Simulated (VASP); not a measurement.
The system is BiTe.

```
Bi Te
1.0
     0.00000    3.23500    3.23500
     3.23500    0.00000    3.23500
     3.23500    3.23500    0.00000
Bi Te
1 1
Direct
  0.00000 0.00000 0.00000
  0.50000 0.50000 0.50000
```

* Program: VASP 6.6.1
* Task: relaxation of cell and atoms
* Functional: PBE
* Dispersion: D3(BJ)
* Potentials or basis: VASP PAW PBE potentials, release 64 (Bi_d, Te)
* Cutoff: 600 eV
* k mesh: 7 × 7 × 7
* Occupations: fermi-dirac, width 0.05 eV
* Spin: no spin polarisation

At the start: pressure -1.3 GPa; volume 33.86 Å³/atom.

**Question.** Where does the relaxation end?

**Answer.** Over 3 steps the energy falls by 3.8 meV/atom and the volume is 32.96 Å³/atom (-2.7 %); space group Fm-3m (No. 225, to 0.05 Å).

Step by step:
```tsv
step	energy change (eV)	largest force (eV/Å)	pressure (GPa)	volume (Å³)
1	0.0000	0.0000	-1.33	67.71
2	-0.0055	0.0000	0.76	65.00
3	-0.0077	0.0000	0.00	65.91
```

Final structure:
```yaml
crystal:
  lattice:
    - [0.00000, 3.20609, 3.20609]
    - [3.20609, 0.00000, 3.20609]
    - [3.20609, 3.20609, 0.00000]
  atoms:
    - { symbol: Bi, position: [0.00000, 0.00000, 0.00000] }
    - { symbol: Te, position: [0.50000, 0.50000, 0.50000] }
```

Caveat: pairwise dispersion overbinds metals, which lowers pressure and volume.
